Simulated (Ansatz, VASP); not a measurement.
## BIr in VASP and in Ansatz

File INCAR:

```
SYSTEM = BIr
PREC = Accurate
ENCUT = 520
EDIFF = 1E-6
ISMEAR = 0
SIGMA = 0.15
LREAL = .FALSE.
LASPH = .TRUE.
NELM = 60
ALGO = Normal
ISIF = 2
LWAVE = .FALSE.
LCHARG = .FALSE.
GGA = CA
NBANDS = 13
```

KPOINTS

```
Automatic mesh
0
G
  18 18 18
  0 0 0
```

File POSCAR:

```
BIr
1.0
    3.0421080792      0.0000000000      0.0000000000
   -1.5210540396      2.6345428776      0.0000000000
    0.0000000000      0.0000000000      2.7705466177
B Ir
1 1
Direct
    0.3333333333      0.6666666667      0.5000000000
    0.0000000000      0.0000000000      0.0000000000
```

Input for Ansatz:

```yaml
crystal:
  lattice:
    - [3.0421080792, 0.0, 0.0]
    - [-1.5210540396, 2.6345428776, 0.0]
    - [0.0, 0.0, 2.7705466177]
  atoms:
    - { symbol: B, position: [0.3333333333, 0.6666666667, 0.5] }
    - { symbol: Ir, position: [0.0, 0.0, 0.0] }
basis:
  ecutwfc: 420
kpoints:
  mp_grid: { grid: [18, 18, 18] }
hamiltonian:
  xc: lda
scf:
  occupations: { method: gaussian, width: 0.15 }
output:
  forces: true
  stress: true
  eigenvalues: true
```

Change from the starting cell: strain +0.0250 x Voigt [0, 0, 1, 0, 0, 0], atoms carried along.

Alike in both runs: task single point; functional LDA; k mesh 18 × 18 × 18; occupations gaussian, width 0.15 eV; no spin polarisation.

|  | VASP | Ansatz |
| --- | --- | --- |
| version | VASP 6.6.1 | Ansatz 0.2.0 |
| potentials or method | VASP PAW LDA potentials, release 64 (B, Ir), cutoff 520 eV | scalar-relativistic, plane waves, PAW |
| valence electrons in the cell | 12 | 20 |

Ansatz gave:

* gap on the k mesh at the Fermi level (eV): none
* pressure (GPa): -19.1
* traceless stress, the component that is largest in VASP (GPa): -8.78

Task: Which values does VASP return?

Result: gap on the k mesh at the Fermi level (eV): none; pressure (GPa): -17.2; traceless stress, the component that is largest in VASP (GPa): -8.33.

LDA's correlation is that of Perdew and Zunger in VASP and of Perdew and Wang (1992) in Ansatz. A gap of «none» marks a metal or a gap that the smearing closes. VASP's potentials hold 12 valence electrons a cell and Ansatz's 20, so a difference there can come from the potentials and not from the codes.

Neither program's run includes spin-orbit coupling.
